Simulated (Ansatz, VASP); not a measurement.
# One calculation of MgO, two programs

INCAR

```
SYSTEM = MgO
PREC     = Accurate       ! precision mode
ENCUT    = 600            ! plane-wave cutoff, eV
EDIFF    = 1E-6           ! SCF threshold, eV
ISMEAR   = 1              ! smearing method
SIGMA    = 0.2            ! smearing width, eV
LREAL    = .False.        ! projectors in reciprocal space
LASPH    = .True.         ! aspherical terms in the spheres
NELM     = 120            ! most SCF steps
ALGO     = Normal         ! electronic algorithm
ISIF     = 2              ! what is computed and relaxed
LWAVE    = .False.        ! write WAVECAR
LCHARG   = .True.         ! write CHGCAR
GGA      = PE             ! functional
LELF     = .True.         ! ELF
LVHAR    = .True.       
NBANDS   = 11             ! bands
GGA_COMPAT= .False.
```

Contents of KPOINTS:

```
regular mesh
0
Gamma
  6 6 6
  0 0 0
```

POSCAR

```
MgO
1.0
    2.6233491285      0.0000000000      0.0000000000
    0.0000000000      2.6233491285      0.0000000000
    0.0000000000      0.0000000000      2.6233491285
Mg O
1 1
Direct
    0.0000000000      0.0000000000      0.0000000000
    0.5000000000      0.5000000000      0.5000000000
```

Input for Ansatz:

```yaml
crystal:
  lattice:
    - [2.6233491285, 0.0, 0.0]
    - [0.0, 2.6233491285, 0.0]
    - [0.0, 0.0, 2.6233491285]
  atoms:
    - { symbol: Mg, position: [0.0, 0.0, 0.0] }
    - { symbol: O, position: [0.5, 0.5, 0.5] }
kpoints:
  mp_grid: { grid: [6, 6, 6] }
hamiltonian:
  xc: pbe
scf:
  occupations: { method: cold, width: 0.2 }
  n_extra_bands: 4
output:
  forces: true
  stress: true
  eigenvalues: true
```

Alike in both runs: task single point; functional PBE; k mesh 6 × 6 × 6; no spin polarisation.

|  | VASP | Ansatz |
| --- | --- | --- |
| version | VASP 6.6.1 | Ansatz 0.2.0 |
| potentials or method | VASP PAW PBE potentials, release 64 (Mg, O) | plane waves |
| plane-wave cutoff (eV) | 600 | 420 |
| occupations | methfessel-paxton of order 1, width 0.2 eV | cold, width 0.2 eV |
| valence electrons in the cell | 8 | 16 |

|  | VASP | Ansatz | Ansatz less VASP |
| --- | --- | --- | --- |
| gap on the k mesh at the Fermi level (eV) | 2.62 | 2.64 | +0.019 |
| pressure (GPa) | 5.2 | 6.2 | +0.97 |

VASP's potentials hold 8 valence electrons a cell and Ansatz's 16, so a difference there can come from the potentials and not from the codes.
